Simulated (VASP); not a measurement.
Crystal: Ir.

```
Ir
1.0
     0.00000    1.91583    1.91583
     1.91583    0.00000    1.91583
     1.91583    1.91583    0.00000
Ir
1
Direct
  0.00000 0.00000 0.00000
```

Base run:

| Property | Result |
| --- | --- |
| Program | VASP 6.6.1 |
| Functional | PBEsol |
| Potentials or basis | VASP PAW PBE potentials, release 64 (Ir) |
| Cutoff | 520 eV |
| k mesh | 19 × 19 × 19 |
| Occupations | fermi-dirac, width 0.1 eV |
| Spin | no spin polarisation |

Its results: pressure 1.0 GPa.

Task: The run is repeated on the same cell with these changes: potentials or basis from VASP PAW PBE potentials, release 64 (Ir) to VASP PAW PBE potentials, release 64 (Ir_sv_GW); cutoff from 520 eV to 500 eV; further incar settings from ALGO = Normal; EDIFF = 1e-06; NBANDS = 10 to ALGO = Normal; EDIFF = 1e-06; NBANDS = 14; valence electrons from 9 to 17. What comes out?

Result: Pressure -3.3 GPa.

Caveats: the PAW data sets were made with another functional, which shifts forces and pressure a little.
